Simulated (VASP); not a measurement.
A run of VASP 6.6.1 is set up as follows.

File INCAR:

```
PREC     = Accurate       # precision mode
ENCUT    = 600            # plane-wave cutoff, eV
EDIFF    = 1E-6           # SCF threshold, eV
ISMEAR   = -1             # smearing method
SIGMA    = 0.05           # smearing width, eV
LREAL    = F              # projectors in reciprocal space
LASPH    = T              # aspherical terms in the spheres
NELM     = 60             # most SCF steps
ALGO     = Normal         # electronic algorithm
ISIF     = 3              # what is computed and relaxed
LWAVE    = F              # write WAVECAR
LCHARG   = F              # write CHGCAR
GGA      = PS             # functional
IBRION   = 2              # ionic algorithm
NSW      = 60             # ionic steps
EDIFFG   = -0.005         # ionic threshold
PSTRESS  = 2300.0
```

KPOINTS

```
Automatic mesh
0
Gamma
  20 20 20
```

Contents of POSCAR:

```
Ga
1.0
   -1.3035421103      1.3035421103      1.3035421103
    1.3035421103     -1.3035421103      1.3035421103
    1.3035421103      1.3035421103     -1.3035421103
Ga
1
Direct
    0.0000000000      0.0000000000      0.0000000000
```

Potentials or basis: VASP PAW PBE potentials, release 64 (Ga_d).

Run with:

```bash
$ cat potpaw_PBE.64/Ga_d/POTCAR > POTCAR
$ mpirun -np 1 vasp_std > vasp.out
```

**Question.** What does it give for the relaxed volume?

**Answer.** 8.83 Å³/atom.

**Question.** Predict the relaxed cell.

**Answer.** a = 2.256 Å, b = 2.256 Å, c = 2.256 Å, α = 109.47°, β = 109.47°, γ = 109.47°.

**Question.** Predict the band gap on the k mesh.

**Answer.** Zero (an odd number of electrons rules out a gap without spin polarisation).

Final structure:
```cif
data_structure
_symmetry_space_group_name_H-M 'P 1'
_symmetry_Int_Tables_number 1
_cell_length_a 2.2556
_cell_length_b 2.2556
_cell_length_c 2.2556
_cell_angle_alpha 109.471
_cell_angle_beta 109.471
_cell_angle_gamma 109.471
_cell_volume 8.83
loop_
_atom_site_label
_atom_site_type_symbol
_atom_site_fract_x
_atom_site_fract_y
_atom_site_fract_z
_atom_site_occupancy
Ga1 Ga 0.00000 0.00000 0.00000 1
```

Caveat: the cell is relaxed towards a set pressure, so the run minimises the enthalpy, not the energy; the PAW data sets were made with another functional, which shifts forces and pressure a little.
